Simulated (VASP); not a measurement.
# SiC (P6_3mc) in VASP: a series of runs

The runs below take SiC through single point, relaxation of cell and atoms, with r2SCAN, PBE.

All numbers are computed with VASP 6.6.1; they aren't measurements. Logs are shortened: lines on timing, memory, paths and dates and some standing lists are left out, and cuts for length are marked.

## (1) The cell of the first run

Symmetry: P6_3mc, No. 186, hexagonal system. The conventional cell has a = 3.078 Å, b = 3.078 Å, c = 15.108 Å, α = 90.00°, β = 90.00°, γ = 120.00°. Si (site symmetry 3m) has 4 C at 1.88 to 1.89 Å within 2.5 Å. Si (site symmetry 3m) has 4 C at 1.88 to 1.89 Å within 2.5 Å. Within 2.5 Å of Si (site symmetry 3m) lie 4 C at 1.89 Å. C (site symmetry 3m) has 4 Si at 1.88 to 1.89 Å within 2.5 Å. Within 2.5 Å of C (site symmetry 3m) lie 4 Si at 1.88 to 1.89 Å. C (site symmetry 3m) has 4 Si at 1.89 Å within 2.5 Å.

## (2) Single point, r2SCAN

Input file POSCAR:

```
SiC
1.0
    3.0783105055      0.0000000000      0.0000000000
   -1.5391552527      2.6658950985      0.0000000000
    0.0000000000      0.0000000000     15.1082189049
Si C
6 6
Direct
    0.3333333333      0.6666666667      0.8329803525
    0.6666666667      0.3333333333      0.3329803525
    0.6666666667      0.3333333333      0.6664987296
    0.3333333333      0.6666666667      0.1664987296
    0.0000000000      0.0000000000      0.4997152403
    0.0000000000      0.0000000000      0.9997152403
    0.0000000000      0.0000000000      0.8743698196
    0.0000000000      0.0000000000      0.3743698196
    0.3333333333      0.6666666667      0.7080026913
    0.6666666667      0.3333333333      0.2080026913
    0.6666666667      0.3333333333      0.5415341665
    0.3333333333      0.6666666667      0.0415341665
```

Input file INCAR.step1:

```
SYSTEM = SiC
PREC = Accurate
ENCUT = 520
ISMEAR = -1
SIGMA = 0.02
LREAL = .False.
LASPH = .True.
NELM = 80
NBANDS = 36
GGA = PE
ALGO = Normal
EDIFF = 1E-4
LWAVE = .True.
LCHARG = .False.
```

Input file INCAR.step2:

```
SYSTEM = SiC
PREC = Accurate
ENCUT = 520
EDIFF = 1E-6
ISMEAR = -1
SIGMA = 0.02
LREAL = .False.
LASPH = .True.
NELM = 80
ALGO = Normal
ISIF = 2
LWAVE = .False.
LCHARG = .False.
METAGGA = R2SCAN
LMIXTAU = .True.
NBANDS = 36
ISTART = 1
```

Input file KPOINTS:

```
Automatic mesh
0
Gamma
  12 12 2
  0 0 0
```

Potentials or basis: VASP PAW PBE potentials, release 64 (Si, C).

On the command line:

```
cat potpaw_PBE.64/Si/POTCAR potpaw_PBE.64/C/POTCAR > POTCAR
cp INCAR.step1 INCAR
mpirun -np 1 vasp_std > vasp.out
cp INCAR.step2 INCAR
mpirun -np 1 vasp_std > vasp.out
```

OUTCAR:

```text
SYSTEM = SiC
   PREC = Accurate
   ENCUT = 520
   EDIFF = 1E-6
   ISMEAR = -1
   LREAL = .False.
   LASPH = .True.
   NELM = 80
   ISIF = 2
   METAGGA = R2SCAN
   ISTART = 1

 ion  position               nearest neighbor table
   1  0.333  0.667  0.833-   7 1.88   7 1.88   7 1.88   9 1.89   3 3.08   3 3.08   3 3.08   6 3.08
                             6 3.08   6 3.08
   2  0.667  0.333  0.333-   8 1.88   8 1.88   8 1.88  10 1.89   4 3.08   4 3.08   4 3.08   5 3.08
                             5 3.08   5 3.08
   3  0.667  0.333  0.666-   9 1.88   9 1.88   9 1.88  11 1.89   1 3.08   1 3.08   1 3.08   5 3.08
                             5 3.08   5 3.08
   4  0.333  0.667  0.166-  10 1.88  10 1.88  10 1.88  12 1.89   2 3.08   2 3.08   2 3.08   6 3.08
                             6 3.08   6 3.08
   5  0.000  0.000  0.500-  11 1.89  11 1.89  11 1.89   8 1.89   2 3.08   2 3.08   2 3.08   3 3.08
                             3 3.08   3 3.08
   6  0.000  0.000  1.000-  12 1.89  12 1.89  12 1.89   7 1.89   1 3.08   1 3.08   1 3.08   4 3.08
                             4 3.08   4 3.08
   7  0.000  0.000  0.874-   1 1.88   1 1.88   1 1.88   6 1.89
   8  0.000  0.000  0.374-   2 1.88   2 1.88   2 1.88   5 1.89
   9  0.333  0.667  0.708-   3 1.88   3 1.88   3 1.88   1 1.89
  10  0.667  0.333  0.208-   4 1.88   4 1.88   4 1.88   2 1.89
  11  0.667  0.333  0.542-   5 1.89   5 1.89   5 1.89   3 1.89
  12  0.333  0.667  0.042-   6 1.89   6 1.89   6 1.89   4 1.89

  LATTYP: Found a hexagonal cell.
 ALAT       =     3.0783105055
 C/A-ratio  =     4.9079580757

  Lattice vectors:

 A1 = (   3.0783105055,   0.0000000000,   0.0000000000)
 A2 = (  -1.5391552527,   2.6658950985,   0.0000000000)
 A3 = (   0.0000000000,   0.0000000000,  15.1082189049)

Analysis of symmetry for initial positions (statically):
=====================================================================
 Subroutine PRICEL returns:
 Original cell was already a primitive cell.

 Routine SETGRP: Setting up the symmetry group for a
 hexagonal supercell.

 Subroutine GETGRP returns: Found 12 space group operations
 (whereof  6 operations were pure point group operations)
 out of a pool of 24 trial point group operations.

The static configuration has the point symmetry C_3v.
 The point group associated with its full space group is C_6v.

Analysis of symmetry for dynamics (positions and initial velocities):
=====================================================================
 Subroutine PRICEL returns:
 Original cell was already a primitive cell.

 Routine SETGRP: Setting up the symmetry group for a
 hexagonal supercell.

 Subroutine GETGRP returns: Found 12 space group operations
 (whereof  6 operations were pure point group operations)
 out of a pool of 24 trial point group operations.

The dynamic configuration has the point symmetry C_3v.
 The point group associated with its full space group is C_6v.

 Subroutine INISYM returns: Found 12 space group operations
 (whereof  6 operations are pure point group operations),
 and found     1 'primitive' translations

----------------------------------------------------------------------------------------

                                     Primitive cell

  volume of cell :     123.9849

  direct lattice vectors                    reciprocal lattice vectors
     3.078310506  0.000000000  0.000000000     0.324853519  0.187554267  0.000000000
    -1.539155253  2.665895099  0.000000000     0.000000000  0.375108533  0.000000000
     0.000000000  0.000000000 15.108218905     0.000000000  0.000000000  0.066189139

  length of vectors
     3.078310506  3.078310505 15.108218905     0.375108533  0.375108533  0.066189139

  position of ions in fractional coordinates (direct lattice)
     0.333333333  0.666666667  0.832980353
     0.666666667  0.333333333  0.332980353
     0.666666667  0.333333333  0.666498730
     0.333333333  0.666666667  0.166498730
     0.000000000  0.000000000  0.499715240
     0.000000000  0.000000000  0.999715240
     0.000000000  0.000000000  0.874369820
     0.000000000  0.000000000  0.374369820
     0.333333333  0.666666667  0.708002691
     0.666666667  0.333333333  0.208002691
     0.666666667  0.333333333  0.541534166
     0.333333333  0.666666667  0.041534166

  ion indices of the primitive-cell ions
   primitive index   ion index
                 1           1
                 2           2
                 3           3
                 4           4
                 5           5
                 6           6
                 7           7
                 8           8
                 9           9
                10          10
                11          11
                12          12

----------------------------------------------------------------------------------------

 KPOINTS: Automatic mesh

Automatic generation of k-mesh.
 Grid dimensions read from file:
 generate k-points for:   12   12    2

 Generating k-lattice:

  Cartesian coordinates                     Fractional coordinates (reciprocal lattice)
     0.027071127  0.015629522  0.000000000     0.083333333  0.000000000  0.000000000
     0.000000000  0.031259044  0.000000000     0.000000000  0.083333333  0.000000000
     0.000000000  0.000000000  0.033094569     0.000000000  0.000000000  0.500000000

  Length of vectors
     0.031259044  0.031259044  0.033094569

  Shift w.r.t. Gamma in fractional coordinates (k-lattice)
     0.000000000  0.000000000  0.000000000

 Subroutine IBZKPT returns following result:
 ===========================================

 Found     38 irreducible k-points:

 Following reciprocal coordinates:
            Coordinates               Weight
  0.000000  0.000000  0.000000      1.000000
  0.083333 -0.000000  0.000000      6.000000
  0.166667 -0.000000  0.000000      6.000000
  0.250000 -0.000000  0.000000      6.000000
  0.333333 -0.000000  0.000000      6.000000
  0.416667 -0.000000  0.000000      6.000000
[... 16 lines left out ...]
  0.250000 -0.000000  0.500000      6.000000
  0.333333 -0.000000  0.500000      6.000000
 [... further k-points ...]
   k-points           NKPTS =     38   k-points in BZ     NKDIM =     38   number of bands    NBANDS=     36
   number of dos      NEDOS =    301   number of ions     NIONS =     12
   total plane-waves  NPLWV =  64512
   dimension x,y,z NGX =    24 NGY =   24 NGZ =  112
   dimension x,y,z NGXF=    48 NGYF=   48 NGZF=  224
   ions per type =               6   6
   NGX,Y,Z   is equivalent  to a cutoff of  12.96, 12.96, 12.32 a.u.
   NGXF,Y,Z  is equivalent  to a cutoff of  25.92, 25.92, 24.65 a.u.
 SYSTEM =  SiC
   PREC   = accura    normal or accurate (medium, high low for compatibility)
   ISTART =      1    job   : 0-new  1-cont  2-samecut
   ICHARG =      0    charge: 1-file 2-atom 10-const
   ISPIN  =      1    spin polarized calculation?
   LNONCOLLINEAR =      F non collinear calculations
   LSORBIT =      F    spin-orbit coupling
   LASPH  =      T    aspherical Exc in radial PAW
   ENCUT  =  520.0 eV  38.22 Ry    6.18 a.u.   5.72  5.72 28.09*2*pi/ulx,y,z
   NELM   =     80;   NELMIN=  2; NELMDL=  0     # of ELM steps
   EDIFF  = 0.1E-05   stopping-criterion for ELM
   LREAL  =      F    real-space projection
   EDIFFG = 0.1E-04   stopping-criterion for IOM
   NSW    =      0    number of steps for IOM
   IBRION =     -1    ionic relax: 0-MD 1-quasi-New 2-CG
   NFREE  =      0    steps in history (QN), initial steepest desc. (CG)
   ISIF   =      2    stress and relaxation
   ISYM   =      2    0-nonsym 1-usesym 2-fastsym
   POTIM  = 0.5000    time-step for ionic-motion
   TEBEG  =    0.0;   TEEND  =   0.0 temperature during run
   PSTRESS=    0.0 pullay stress
   NELECT =      48.0000    total number of electrons
   NUPDOWN=      -1.0000    fix difference up-down
   EMIN   =  10.00;   EMAX   =-10.00  energy-range for DOS
   EFERMI =   0.00;   METHOD = LEGACY
   ISMEAR =    -1;   SIGMA  =   0.02  broadening in eV -4-tet -1-fermi 0-gaus
   EFERMI_NEDOS =   21; number of points for ismear=-14 and -15
   IALGO  =     38    algorithm
   IMIX   =      4    mixing-type and parameters
     AMIX     =   0.40;   BMIX     =  1.00
     AMIX_MAG =   1.60;   BMIX_MAG =  1.00
  volume/ion in A,a.u.               =      10.33        69.72
  Fermi-wavevector in a.u.,A,eV,Ry     =   1.193161  2.254747 19.369700  1.423633
  Thomas-Fermi vector in A             =   2.329182
   LORBIT       =      0    0 simple, 1 ext, 2 COOP (PROOUT), +10 PAW based schemes
   METAGGA = R2SCAN    functional components
   LHFCALC =     F    Hartree Fock is set to
   AEXX    =    0.0000 exact exchange contribution
   IVDW    =     0    specifies the selected vdW correction
   LEPSILON=     F    determine dielectric tensor
   LRPA    =     F    only Hartree local field effects (RPA)
 non-spin polarized calculation
  energy-cutoff  :      520.00
  volume of cell :      123.98
 maximum number of plane-waves:      3358
 NGX is ok and might be reduce to    24
   NGX = 11   NGY = 11   NGZ = 57

 number of electron      47.9999998 magnetization

 Free energy of the ion-electron system (eV)
  ---------------------------------------------------
  ext. energy  EPLUGINS =         0.00000000
  ---------------------------------------------------
  free energy    TOTEN  =      -115.96444718 eV

  energy without entropy =     -115.96444718  energy(sigma->0) =     -115.96444718

 E-fermi :   8.5130     XC(G=0): -11.9383

 val. band max:        8.0463443921   @ k =   0.0000   0.0000   0.0000
 cond. band min:      10.4439649003   @ k =   0.5000  -0.0000   0.0000
 fundamental gap:      2.3976205082
 Fermi energy:         8.5130124502

 k-point     1 :       0.0000    0.0000    0.0000
  band No.  band energies     occupation
      1      -8.2000      2.00000
      2      -7.6592      2.00000
      3      -7.6231      2.00000
      4      -6.0853      2.00000
      5      -6.0543      2.00000
      6      -4.5709      2.00000
[... 28 lines left out ...]
     35      15.9667      0.00000
     36      16.0443      0.00000
[... 866 lines left out ...]
      6      -3.6050      2.00000
[... 28 lines left out ...]
     35      16.5247      0.00000
     36      16.5247      0.00000

 [... further k-points ...]
[... 5 lines left out ...]
  --------------------------------------------------------------------------------------
  -------------------------------------------------------------------------------------
  Total       -0.1244066     -0.1244066     -0.1735086     -0.0000000      0.0000000     -0.0000000
  in kB       -1.6076263     -1.6076263     -2.2421411     -0.0000000      0.0000000     -0.0000000
  external PRESSURE =      -1.8191312 kB  Pullay stress =       0.0000000 kB

 VOLUME and BASIS-vectors are now :
 -----------------------------------------------------------------------------
  energy-cutoff  :      520.00
  volume of cell :      123.98
      direct lattice vectors                 reciprocal lattice vectors
     3.078310506  0.000000000  0.000000000     0.324853519  0.187554267  0.000000000
    -1.539155253  2.665895099  0.000000000     0.000000000  0.375108533  0.000000000
     0.000000000  0.000000000 15.108218905     0.000000000  0.000000000  0.066189139

 POSITION                                       TOTAL-FORCE (eV/Angst)
 -----------------------------------------------------------------------------------
     -0.00000      1.77726     12.58485         0.000000      0.000000      0.000760
      1.53916      0.88863      5.03074        -0.000000     -0.000000      0.000760
      1.53916      0.88863     10.06961        -0.000000      0.000000     -0.000025
     -0.00000      1.77726      2.51550         0.000000     -0.000000     -0.000025
      0.00000      0.00000      7.54981        -0.000000      0.000000      0.003376
      0.00000      0.00000     15.10392         0.000000     -0.000000      0.003376
      0.00000      0.00000     13.21017        -0.000000      0.000000     -0.000909
      0.00000      0.00000      5.65606        -0.000000      0.000000     -0.000909
     -0.00000      1.77726     10.69666        -0.000000      0.000000     -0.001273
      1.53916      0.88863      3.14255         0.000000     -0.000000     -0.001273
      1.53916      0.88863      8.18162        -0.000000     -0.000000     -0.001929
     -0.00000      1.77726      0.62751         0.000000      0.000000     -0.001929
 -----------------------------------------------------------------------------------
    total drift:                               -0.000000     -0.000000      0.000334

  FREE ENERGIE OF THE ION-ELECTRON SYSTEM (eV)
  ---------------------------------------------------
  free  energy   TOTEN  =      -115.9644471762 eV

  energy  without entropy=     -115.9644471762  energy(sigma->0) =     -115.96444718
```

It took 7.9 min on 1 thread of Intel Xeon Platinum 8488C (Sapphire Rapids), shared host; peak memory 0.32 GiB.

Results:

```yaml
Free_energy: -115.9644 eV
Pressure: -0.2 GPa
Largest_force: 0.003 eV/Å
Band_gap_on_the_k_mesh: 2.40 eV, indirect (least direct gap 3.56 eV)
```

Forces on the atoms (eV/Å):
```
Si   0.000  0.000  0.001
Si   0.000  0.000  0.001
Si   0.000  0.000  0.000
Si   0.000  0.000  0.000
Si   0.000  0.000  0.003
Si   0.000  0.000  0.003
C    0.000  0.000 -0.001
C    0.000  0.000 -0.001
C    0.000  0.000 -0.001
C    0.000  0.000 -0.001
C    0.000  0.000 -0.002
C    0.000  0.000 -0.002
```

Levels at points of the mesh, in eV from the valence-band top:
| k point | band 22 | band 23 | band 24 | band 25 | band 26 | band 27 |
| --- | --- | --- | --- | --- | --- | --- |
| (0.00, 0.00, 0.00) | -0.04 | 0.00 | 0.00 | 5.76 | 5.94 | 6.34 |
| (0.50, 0.00, 0.00) | -1.87 | -1.72 | -1.16 | 2.40 | 2.61 | 3.67 |
| (0.00, 0.00, 0.50) | -0.10 | -0.10 | -0.10 | 5.83 | 5.83 | 6.58 |
| (0.50, 0.00, 0.50) | -1.79 | -1.37 | -1.37 | 2.46 | 2.46 | 3.89 |

Caveat: the PAW data sets were made with another functional, which shifts forces and pressure a little. A k mesh can miss the band edges.

(Continued in part 2 of 2.)
